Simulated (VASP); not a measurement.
# CO in VASP: single point with PBE+D3(BJ)

Aim: the single point of CO with PBE+D3(BJ).

All numbers are computed with VASP 6.6.1; they aren't measurements. Logs are shortened: lines on timing, memory, paths and dates and some standing lists are left out, and cuts for length are marked.

### Step 1. The cell of the first run

The cell holds a molecule in a box, 2 atoms: a = 7.667 Å, b = 7.667 Å, c = 28.778 Å, α = 90.00°, β = 90.00°, γ = 90.00°.

### Step 2. Single point, PBE+D3(BJ)

Contents of INCAR:

```
PREC     = Accurate       # precision mode
ENCUT    = 1000           # plane-wave cutoff, eV
EDIFF    = 1E-6           # SCF threshold, eV
ISMEAR   = 0              # smearing method
SIGMA    = 0.05           # smearing width, eV
LREAL    = F              # projectors in reciprocal space
LASPH    = T              # aspherical terms in the spheres
NELM     = 120            # most SCF steps
ALGO     = Normal         # electronic algorithm
ISIF     = 2              # what is computed and relaxed
LWAVE    = F              # write WAVECAR
LCHARG   = F              # write CHGCAR
LDIPOL   = T            
IDIPOL   = 3            
DIPOL    = 0.5 0.5 0.668
GGA      = PE             # functional
IVDW     = 12             # dispersion correction
NBANDS   = 12             # bands
GGA_COMPAT= F            
NELMDL   = -8
```

Contents of KPOINTS:

```
Automatic mesh
0
Gamma
  2 2 1
```

Contents of POSCAR:

```
CO
1.0
    7.6671877233      0.0000000000      0.0000000000
    0.0000000000      7.6671877233      0.0000000000
    0.0000000000      0.0000000000     28.7779408436
C O
1 1
Direct
    0.6643287802      0.7647505295      0.6556004275
    0.7394822165      0.6745984093      0.6795183833
```

Potentials or basis: VASP PAW PBE potentials, release 64 (C_h, O_h).

The run is started by

```console
$ cat potpaw_PBE.64/C_h/POTCAR potpaw_PBE.64/O_h/POTCAR > POTCAR
$ mpirun -np 1 vasp_std > vasp.out
```

OUTCAR:

```text
PREC = Accurate
   ENCUT = 1000
   EDIFF = 1E-6
   ISMEAR = 0
   LREAL = F
   LASPH = T
   NELM = 120
   ISIF = 2
   GGA = PE
   IVDW = 12
   NELMDL = -8
 IVDW          = 12

 ion  position               nearest neighbor table
   1  0.664  0.765  0.656-   2 1.13
   2  0.739  0.675  0.680-   1 1.13

  LATTYP: Found a simple tetragonal cell.
 ALAT       =     7.6671877233
 C/A-ratio  =     3.7533893628

  Lattice vectors:

 A1 = (   7.6671877233,   0.0000000000,   0.0000000000)
 A2 = (   0.0000000000,   7.6671877233,   0.0000000000)
 A3 = (   0.0000000000,   0.0000000000,  28.7779408436)

Analysis of symmetry for initial positions (statically):
=====================================================================
 Subroutine PRICEL returns:
 Original cell was already a primitive cell.

 Routine SETGRP: Setting up the symmetry group for a
 simple tetragonal supercell.

 Subroutine GETGRP returns: Found  1 space group operations
 (whereof  1 operations were pure point group operations)
 out of a pool of 16 trial point group operations.

The static configuration has the point symmetry C_1 .

Analysis of symmetry for dynamics (positions and initial velocities):
=====================================================================
 Subroutine PRICEL returns:
 Original cell was already a primitive cell.

 Routine SETGRP: Setting up the symmetry group for a
 simple tetragonal supercell.

 Subroutine GETGRP returns: Found  1 space group operations
 (whereof  1 operations were pure point group operations)
 out of a pool of 16 trial point group operations.

The dynamic configuration has the point symmetry C_1 .

 Subroutine INISYM returns: Found  1 space group operations
 (whereof  1 operations are pure point group operations),
 and found     1 'primitive' translations

----------------------------------------------------------------------------------------

                                     Primitive cell

  volume of cell :    1691.7333

  direct lattice vectors                    reciprocal lattice vectors
     7.667187723  0.000000000  0.000000000     0.130425918  0.000000000  0.000000000
     0.000000000  7.667187723  0.000000000     0.000000000  0.130425918  0.000000000
     0.000000000  0.000000000 28.777940844     0.000000000  0.000000000  0.034748838

  length of vectors
     7.667187723  7.667187723 28.777940844     0.130425918  0.130425918  0.034748838

  position of ions in fractional coordinates (direct lattice)
     0.664328780  0.764750529  0.655600427
     0.739482217  0.674598409  0.679518383

  ion indices of the primitive-cell ions
   primitive index   ion index
                 1           1
                 2           2

----------------------------------------------------------------------------------------

 KPOINTS: Automatic mesh

Automatic generation of k-mesh.
 Grid dimensions read from file:
 generate k-points for:    2    2    1

 Generating k-lattice:

  Cartesian coordinates                     Fractional coordinates (reciprocal lattice)
     0.065212959  0.000000000  0.000000000     0.500000000  0.000000000  0.000000000
     0.000000000  0.065212959  0.000000000     0.000000000  0.500000000  0.000000000
     0.000000000  0.000000000  0.034748838     0.000000000  0.000000000  1.000000000

  Length of vectors
     0.065212959  0.065212959  0.034748838

  Shift w.r.t. Gamma in fractional coordinates (k-lattice)
     0.000000000  0.000000000  0.000000000

 Subroutine IBZKPT returns following result:
 ===========================================

 Found      4 irreducible k-points:

 Following reciprocal coordinates:
            Coordinates               Weight
  0.000000  0.000000  0.000000      1.000000
  0.500000  0.000000  0.000000      1.000000
  0.000000  0.500000  0.000000      1.000000
  0.500000  0.500000  0.000000      1.000000
   k-points           NKPTS =      4   k-points in BZ     NKDIM =      4   number of bands    NBANDS=     12
   number of dos      NEDOS =    301   number of ions     NIONS =      2
   total plane-waves  NPLWV = ******
   dimension x,y,z NGX =    80 NGY =   80 NGZ =  300
   dimension x,y,z NGXF=   160 NGYF=  160 NGZF=  600
   ions per type =               1   1
   NGX,Y,Z   is equivalent  to a cutoff of  17.35, 17.35, 17.33 a.u.
   NGXF,Y,Z  is equivalent  to a cutoff of  34.69, 34.69, 34.66 a.u.
 SYSTEM =  unknown system
   PREC   = accura    normal or accurate (medium, high low for compatibility)
   ISTART =      0    job   : 0-new  1-cont  2-samecut
   ICHARG =      2    charge: 1-file 2-atom 10-const
   ISPIN  =      1    spin polarized calculation?
   LNONCOLLINEAR =      F non collinear calculations
   LSORBIT =      F    spin-orbit coupling
   LASPH  =      T    aspherical Exc in radial PAW
   ENCUT  = 1000.0 eV  73.50 Ry    8.57 a.u.  19.77 19.77 74.20*2*pi/ulx,y,z
   NELM   =    120;   NELMIN=  2; NELMDL= -8     # of ELM steps
   EDIFF  = 0.1E-05   stopping-criterion for ELM
   LREAL  =      F    real-space projection
   EDIFFG = 0.1E-04   stopping-criterion for IOM
   NSW    =      0    number of steps for IOM
   IBRION =     -1    ionic relax: 0-MD 1-quasi-New 2-CG
   NFREE  =      0    steps in history (QN), initial steepest desc. (CG)
   ISIF   =      2    stress and relaxation
   ISYM   =      2    0-nonsym 1-usesym 2-fastsym
   POTIM  = 0.5000    time-step for ionic-motion
   TEBEG  =    0.0;   TEEND  =   0.0 temperature during run
   PSTRESS=    0.0 pullay stress
   NELECT =      10.0000    total number of electrons
   NUPDOWN=      -1.0000    fix difference up-down
   EMIN   =  10.00;   EMAX   =-10.00  energy-range for DOS
   EFERMI =   0.00;   METHOD = LEGACY
   ISMEAR =     0;   SIGMA  =   0.05  broadening in eV -4-tet -1-fermi 0-gaus
   EFERMI_NEDOS =   21; number of points for ismear=-14 and -15
   IALGO  =     38    algorithm
   IMIX   =      4    mixing-type and parameters
     AMIX     =   0.40;   BMIX     =  1.00
     AMIX_MAG =   1.60;   BMIX_MAG =  1.00
  volume/ion in A,a.u.               =     845.87      5708.19
  Fermi-wavevector in a.u.,A,eV,Ry     =   0.296004  0.559366  1.192120  0.087618
  Thomas-Fermi vector in A             =   1.160119
   LORBIT       =      0    0 simple, 1 ext, 2 COOP (PROOUT), +10 PAW based schemes
   GGA     = PE    functional components
   LHFCALC =     F    Hartree Fock is set to
   AEXX    =    0.0000 exact exchange contribution
   IVDW    =    12    specifies the selected vdW correction
   LEPSILON=     F    determine dielectric tensor
   LRPA    =     F    only Hartree local field effects (RPA)
 non-spin polarized calculation
 Gauss-broadening in eV      SIGMA  =   0.05
  energy-cutoff  :     1000.00
  volume of cell :     1691.73
 maximum number of plane-waves:    121572
 NGX is ok and might be reduce to    80
   NGX = 39   NGY = 39   NGZ =149

 dipolmoment           0.000000      0.000000      0.005936 electrons x Angstroem

 number of electron      10.0000000 magnetization

 dipolmoment           0.000000      0.000000     -0.025202 electrons x Angstroem

 Free energy of the ion-electron system (eV)
  ---------------------------------------------------
  ext. energy  EPLUGINS =         0.00000000
  ---------------------------------------------------
  free energy    TOTEN  =       -14.95090714 eV

  energy without entropy =      -14.95090714  energy(sigma->0) =      -14.95090714

 E-fermi :  -8.6809     XC(G=0):  -0.3842

 val. band max:       -8.9492658273   @ k =   0.5000   0.5000   0.0000
 cond. band min:      -1.9536985808   @ k =   0.5000   0.0000   0.0000
 fundamental gap:      6.9955672465
 Fermi energy:        -8.6809353199

 k-point     1 :       0.0000    0.0000    0.0000
  band No.  band energies     occupation
      1     -29.1893      2.00000
      2     -14.0295      2.00000
      3     -11.7169      2.00000
      4     -11.7166      2.00000
      5      -8.9508      2.00000
      6      -1.9524      0.00000
      7      -1.9488      0.00000
      8      -0.3246      0.00000
      9       0.1255      0.00000
     10       0.1616      0.00000
     11       0.5929      0.00000
     12       0.6851      0.00000

 k-point     2 :       0.5000    0.0000    0.0000
  band No.  band energies     occupation
      1     -29.1893      2.00000
      2     -14.0295      2.00000
      3     -11.7171      2.00000
      4     -11.7167      2.00000
      5      -8.9501      2.00000
      6      -1.9537      0.00000
      7      -1.9501      0.00000
      8       0.2424      0.00000
      9       0.3369      0.00000
     10       0.7221      0.00000
     11       0.7694      0.00000
     12       0.7817      0.00000

 k-point     3 :       0.0000    0.5000    0.0000
  band No.  band energies     occupation
      1     -29.1893      2.00000
      2     -14.0296      2.00000
      3     -11.7169      2.00000
      4     -11.7168      2.00000
      5      -8.9500      2.00000
      6      -1.9490      0.00000
      7      -1.9489      0.00000
      8       0.2224      0.00000
      9       0.3355      0.00000
     10       0.7252      0.00000
     11       0.7667      0.00000
     12       0.7818      0.00000

 k-point     4 :       0.5000    0.5000    0.0000
  band No.  band energies     occupation
      1     -29.1893      2.00000
      2     -14.0296      2.00000
      3     -11.7170      2.00000
      4     -11.7169      2.00000
      5      -8.9493      2.00000
      6      -1.9510      0.00000
      7      -1.9470      0.00000
      8       0.6863      0.00000
      9       0.8185      0.00000
     10       0.9315      0.00000
     11       1.0967      0.00000
     12       1.2932      0.00000

------------------------ aborting loop because EDIFF is reached ----------------------------------------

 vacuum level on the upper side and lower side of the slab       (xc-potential included)        -0.043         0.034

 Edisp (eV)   -0.01196

 E8    (eV) :    -0.0035

  FORCE on cell =-STRESS in cart. coord.  units (eV):
  Direction    XX          YY          ZZ          XY          YZ          ZX
  --------------------------------------------------------------------------------------
  -------------------------------------------------------------------------------------
  Total       0.07491     0.11301     0.11486    -0.10539    -0.12551     0.10492
  in kB       0.07094     0.10703     0.10878    -0.09982    -0.11886     0.09936
  external pressure =        0.10 kB  Pullay stress =        0.00 kB

 VOLUME and BASIS-vectors are now :
 -----------------------------------------------------------------------------
  energy-cutoff  :     1000.00
  volume of cell :     1691.73
      direct lattice vectors                 reciprocal lattice vectors
     7.667187723  0.000000000  0.000000000     0.130425918  0.000000000  0.000000000
     0.000000000  7.667187723  0.000000000     0.000000000  0.130425918  0.000000000
     0.000000000  0.000000000 28.777940844     0.000000000  0.000000000  0.034748838

 POSITION                                       TOTAL-FORCE (eV/Angst)
 -----------------------------------------------------------------------------------
      5.09353      5.86349     18.86683        -0.153252      0.183244     -0.181439
      5.66975      5.17227     19.55514         0.153252     -0.183244      0.181439
 -----------------------------------------------------------------------------------
    total drift:                                0.000487     -0.000276     -0.000469

  FREE ENERGIE OF THE ION-ELECTRON SYSTEM (eV)
  ---------------------------------------------------
  free  energy   TOTEN  =       -14.9628672563 eV

  energy  without entropy=      -14.9628672563  energy(sigma->0) =      -14.96286726

 vacuum level on the upper side and lower side of the slab         0.061         0.139
```

Run time: 5.9 min. Hardware: 1 thread of Intel Xeon 6975P-C (Granite Rapids), shared host; peak memory 2.9 GiB.

What came out:

```
Free energy                     : -14.9629 eV
Largest force                   : 0.300 eV/Å
Gap between the frontier levels : 7.00 eV
Dispersion energy per atom      : -0.006 eV
```

Forces in eV/Å, atoms in the order of the input:
```
C   -0.153  0.183 -0.181
O    0.153 -0.183  0.181
```
